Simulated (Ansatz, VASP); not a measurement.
# One calculation of HfSiO4, two programs

```xyz
6
Lattice="5.4716 0.0000 0.0000 -2.7358 4.7385 0.0000 0.0000 0.0000 2.6154" Properties=species:S:1:pos:R:3 pbc="T T T"
Hf    0.0000    0.0000    0.0000
Si    0.0000    3.1590    0.0000
O     2.7358    1.5795    0.0000
O    -1.1275    2.5081    1.3077
O     1.1275    2.5081    1.3077
O     0.0000    4.4609    1.3077
```

Change from the starting cell: species swapped into the CeCuPt4 type (P-6m2, No. 187).

Alike in both runs: functional PBE; k mesh 12 × 12 × 14; occupations gaussian, width 0.1 eV; no spin polarisation.

Ansatz relaxed the structure, and its values are those at the end. VASP's run is a single point on that final structure, the one shown.

```csv
,VASP,Ansatz
version,VASP 6.6.1,Ansatz 0.2.0
potentials or method,"VASP PAW PBE potentials, release 64 (Hf_pv, Si, O), cutoff 520 eV","scalar-relativistic, plane waves, PAW"
valence electrons in the cell,38,54
```

VASP gave:

| Quantity | Value |
| --- | --- |
| gap on the k mesh at the Fermi level (eV) | none |
| pressure (GPa) | -0.2 |
| rms of the force components (eV/Å) | 0.021 |

Question: What did Ansatz give for the same quantities?

Answer: gap on the k mesh at the Fermi level (eV): none; pressure (GPa): 0.0; rms of the force components (eV/Å): 0.000.

A gap of «none» marks a metal or a gap that the smearing closes. The functional is the same, so the differences come from potentials, cutoffs and numerics. VASP's potentials hold 38 valence electrons a cell and Ansatz's 54, so a difference there can come from the potentials and not from the codes.

Neither program's run includes spin-orbit coupling.
